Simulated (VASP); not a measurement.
Set up this calculation in VASP 6.6.1, as the native input.

```yaml
Task: single point
Functional: LDA
Potentials_or_basis: VASP PAW LDA potentials, release 64 (Sr_sv)
Cutoff: 520 eV
k_mesh: 6 × 6 × 6
Occupations: fermi-dirac, width 0.05 eV
Spin: no spin polarisation
Dipole_correction: no
Further_INCAR_settings: ALGO = Normal; EDIFF = 1e-06; NBANDS = 11
```

The structure of Sr lies in POSCAR:

```
Sr
1.0
    0.0000000000      3.0823855122      3.0823855122
    3.0823855122      0.0000000000      3.0823855122
    3.0823855122      3.0823855122      0.0000000000
Sr
1
Direct
    0.0000000000      0.0000000000      0.0000000000
```

The input as run:

INCAR

```
SYSTEM = Sr
PREC = Accurate
ENCUT = 520
EDIFF = 1E-6
ISMEAR = -1
SIGMA = 0.05
LREAL = .False.
LASPH = .True.
NELM = 100
ALGO = Normal
ISIF = 2
LWAVE = .False.
LCHARG = .False.
GGA = CA
NBANDS = 11
```

KPOINTS

```
regular mesh
0
Gamma
  6 6 6
  0 0 0
```

Potentials or basis: VASP PAW LDA potentials, release 64 (Sr_sv).

Launch:

```sh
$ cat potpaw_LDA.64/Sr_sv/POTCAR > POTCAR
$ mpirun -np 1 vasp_std > vasp.out
```

It gave:

The pressure is -1.8 GPa and the band gap on the k mesh is 0.11 eV, direct.

Wall time 4.7 s on 1 thread of AMD EPYC 7R13 (shared host), peak memory 0.15 GiB.
